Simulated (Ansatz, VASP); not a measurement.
## Two plane-wave programs on As

The input INCAR:

```
PREC = Accurate
ENCUT = 520
EDIFF = 1E-7
ISMEAR = 0
SIGMA = 0.02
LREAL = False
LASPH = True
NELM = 60
ALGO = Normal
ISIF = 2
LWAVE = False
LCHARG = False
LDIPOL = True
IDIPOL = 3
DIPOL = 0.5 0.5 0.500
GGA = PE
IVDW = 12
NBANDS = 12
```

The input KPOINTS:

```
Automatic mesh
0
Gamma
  9 9 1
```

File POSCAR:

```
As
1.0
    3.6930000000      0.0000000000      0.0000000000
   -1.8465000000      3.1982318162      0.0000000000
    0.0000000000      0.0000000000     28.5742413766
As
2
Direct
    0.3333333333      0.6666666667      0.4842865470
    0.6666666667      0.3333333333      0.5157134530
```

Input for Ansatz:

```yaml
crystal:
  lattice:
    - [3.693, 0.0, 0.0]
    - [-1.8465, 3.1982318162, 0.0]
    - [0.0, 0.0, 28.5742413766]
  atoms:
    - { symbol: As, position: [0.3333333333, 0.6666666667, 0.484286547] }
    - { symbol: As, position: [0.6666666667, 0.3333333333, 0.515713453] }
  periodic: [true, true, false]
basis:
  ecutwfc: 420
kpoints:
  mp_grid: { grid: [9, 9, 1] }
hamiltonian:
  xc: pbe
  dispersion: d3bj
scf:
  occupations: { method: gaussian, width: 0.02 }
output:
  forces: true
  stress: true
  eigenvalues: true
```

Alike in both runs: task single point; functional PBE; dispersion D3(BJ); k mesh 9 × 9 × 1; occupations gaussian, width 0.02 eV; no spin polarisation.

|  | VASP | Ansatz |
| --- | --- | --- |
| version | VASP 6.6.1 | Ansatz 0.2.0 |
| potentials or method | VASP PAW PBE potentials, release 64 (As), cutoff 520 eV | scalar-relativistic, plane waves, PAW |
| valence electrons in the cell | 10 | 30 |

Ansatz gave:

| Property | Result |
| --- | --- |
| gap on the k mesh at the Fermi level (eV) | none |
| rms of the force components (eV/Å) | 2.227 |

Problem. Which values does VASP return?

Solution. gap on the k mesh at the Fermi level (eV): none; rms of the force components (eV/Å): 2.190.

Atom by atom the forces differ by 0.037 eV/Å (rms over components). A gap of «none» marks a metal or a gap that the smearing closes. VASP's potentials hold 10 valence electrons a cell and Ansatz's 30, so a difference there can come from the potentials and not from the codes.
